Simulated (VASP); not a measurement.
Write the native input for VASP 6.6.1 that does the following.

- Task: single point
- Functional: PBE
- Potentials or basis: VASP PAW PBE potentials, release 64 (Sn_d, Se)
- Cutoff: 520 eV
- k mesh: 6 × 6 × 4
- Occupations: gaussian, width 0.1 eV
- Spin: no spin polarisation
- Dipole correction: no
- Further INCAR settings: ALGO = Normal; EDIFF = 1e-07; NBANDS = 17

The structure of SnSe lies in POSCAR:

```
SnSe
1.0
    3.4470145500      0.0000000000      0.0000000000
   -1.7235072800      2.9852021700      0.0000000000
    0.0000000000      0.0000000000      6.5011862100
Sn Se
1 1
Direct
    0.0000000000      0.0000000000      0.0000000000
    0.0000000000      0.0000000000      0.5000000000
```

The cell was built from a structure type or drawn by symmetry, and may not be a known phase.

These files were run (other wordings do the same):

INCAR

```
ALGO = Normal ; EDIFF = 1E-7
ENCUT = 520 ; GGA = PE
ISIF = 2 ; ISMEAR = 0
LASPH = T ; LCHARG = F
LREAL = F ; LWAVE = F
NBANDS = 17 ; NELM = 100
PREC = Accurate ; SIGMA = 0.1
```

KPOINTS

```
k-points
0
Gamma
  6 6 4
```

Potentials or basis: VASP PAW PBE potentials, release 64 (Sn_d, Se).

Command:

```sh
$ cat potpaw_PBE.64/Sn_d/POTCAR potpaw_PBE.64/Se/POTCAR > POTCAR
$ mpirun -np 1 vasp_std > vasp.out
```

It gave:

```yaml
Pressure: -7.1 GPa
Band_gap_on_the_k_mesh: zero (bands 10 and 11 overlap by 2.37 eV)
```

Caveat: the cell stands under tension; spin-orbit coupling is left out, which moves the levels of the heavy elements.

Wall time 12 s on 1 thread of Intel(R) Xeon(R) 6975P-C (Granite Rapids) (shared host), peak memory 0.18 GiB.
